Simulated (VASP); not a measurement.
Set up this calculation in VASP 6.6.1, as the native input.

| Item | Value |
| --- | --- |
| Task | single point |
| Functional | PBE |
| Potentials or basis | VASP PAW PBE potentials, release 64 (Ba_sv, Ti_sv, O) |
| Cutoff | 520 eV |
| k mesh | 6 × 6 × 6 |
| Occupations | gaussian, width 0.05 eV |
| Spin | no spin polarisation |
| Hubbard terms | Ti d U = 4.0 eV |
| Dipole correction | no |
| Further INCAR settings | ALGO = Normal; EDIFF = 1e-06; NBANDS = 28 |

The structure of BaTiO3 lies in POSCAR:

```
BaTiO3
1.0
    4.0883838641      0.0000000000      0.0000000000
    0.0000000000      2.9307471015      2.8859183788
    0.0000000000     -2.9307471015      2.8859183788
Ba Ti O
1 1 3
Direct
    0.0000000000      0.0080771845      0.0080771845
    0.5000000000      0.5197092871      0.5197092871
    0.0000000000      0.4916268390      0.4916268390
    0.5000000000      0.4938075372      0.9829991522
    0.5000000000      0.9829991522      0.4938075372
```

This cell differs from its parent crystal: strain +0.0200 x Voigt [1, 1, 0, 0, 0, 0].

These files were run (other wordings do the same):

INCAR

```
SYSTEM = BaTiO3
ALGO = Normal
EDIFF = 1E-6
ENCUT = 520
GGA = PE
ISIF = 2
ISMEAR = 0
LASPH = .True.
LCHARG = .False.
LDAU = .True.
LDAUJ = 0 0 0
LDAUL = -1 2 -1
LDAUPRINT = 1
LDAUTYPE = 2
LDAUU = 0 4 0
LMAXMIX = 4
LREAL = .False.
LWAVE = .False.
NBANDS = 28
NELM = 150
PREC = Accurate
SIGMA = 0.05
```

KPOINTS

```
k-points
0
Gamma
  6 6 6
  0 0 0
```

Potentials or basis: VASP PAW PBE potentials, release 64 (Ba_sv, Ti_sv, O).

Command:

```sh
$ cat potpaw_PBE.64/Ba_sv/POTCAR potpaw_PBE.64/Ti_sv/POTCAR potpaw_PBE.64/O/POTCAR > POTCAR
$ mpirun -np 1 vasp_std > vasp.out
```

It gave:

```
Pressure               : -2.7 GPa
Largest force          : 0.312 eV/Å
Band gap on the k mesh : 2.40 eV (least direct gap 2.86 eV)
```

Caveat: the cell differs from its parent crystal (strain +0.0200 x Voigt [1, 1, 0, 0, 0, 0]); spin-orbit coupling is left out, which moves the levels of the heavy elements.

Wall time 110 s on 1 thread of Intel(R) Xeon(R) Platinum 8259CL CPU @ 2.50GHz (Skylake/Cascade Lake) (shared host), peak memory 0.25 GiB.
